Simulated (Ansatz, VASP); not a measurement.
**One calculation of Mg, two programs**

File INCAR:

```
SYSTEM = Mg
PREC = Accurate
ENCUT = 520
EDIFF = 1E-7
ISMEAR = 1
SIGMA = 0.3
LREAL = .FALSE.
LASPH = .TRUE.
NELM = 100
ALGO = Normal
ISIF = 2
LWAVE = .FALSE.
LCHARG = .FALSE.
GGA = PE
NBANDS = 9
```

Contents of KPOINTS:

```
Automatic mesh
0
G
  11 11 6
  0 0 0
```

File POSCAR:

```
Mg
1.0
    3.1953117277      0.0000000000      0.0000000000
   -1.5976558638      2.7672211292      0.0000000000
    0.0000000000      0.0000000000      5.1879445283
Mg
2
Direct
    0.3333333333      0.6666666667      0.2500000000
    0.6666666667      0.3333333333      0.7500000000
```

Input for Ansatz:

```yaml
crystal:
  lattice:
    - [3.1953117277, 0.0, 0.0]
    - [-1.5976558638, 2.7672211292, 0.0]
    - [0.0, 0.0, 5.1879445283]
  atoms:
    - { symbol: Mg, position: [0.3333333333, 0.6666666667, 0.25] }
    - { symbol: Mg, position: [0.6666666667, 0.3333333333, 0.75] }
hamiltonian:
  xc: pbe
  pseudopotentials:
    kind: paw
    azcp:
      Mg: "pseudopotentials/Mg.paw.azcp"
basis:
  ecutwfc: 420
  fft_grid_basis: typed
kpoints:
  mp_grid: { grid: [11, 11, 6], shift: [0, 0, 0] }
magnetization:
  spin_polarized: false
scf:
  occupations: { method: cold, width: 0.3 }
  lower_state_search: "off"
output:
  stress: true
```

Alike in both runs: task single point; functional PBE; k mesh 11 × 11 × 6; no spin polarisation.

```csv
,VASP,Ansatz
version,VASP 6.6.1,Ansatz 0.2.0
potentials or method,"VASP PAW PBE potentials, release 64 (Mg), cutoff 520 eV","plane waves (420 eV) with PAW, scalar-relativistic"
occupations,"methfessel-paxton of order 1, width 0.3 eV","cold, width 0.3 eV"
valence electrons in the cell,4,20
```

```csv
,VASP,Ansatz,Ansatz less VASP
pressure (GPa),-0.2,0.0,+0.13
"traceless stress, the component that is largest in VASP (GPa)",-0.01,-0.15,-0.145
```

VASP's potentials hold 4 valence electrons a cell and Ansatz's 20, so a difference there can come from the potentials and not from the codes.
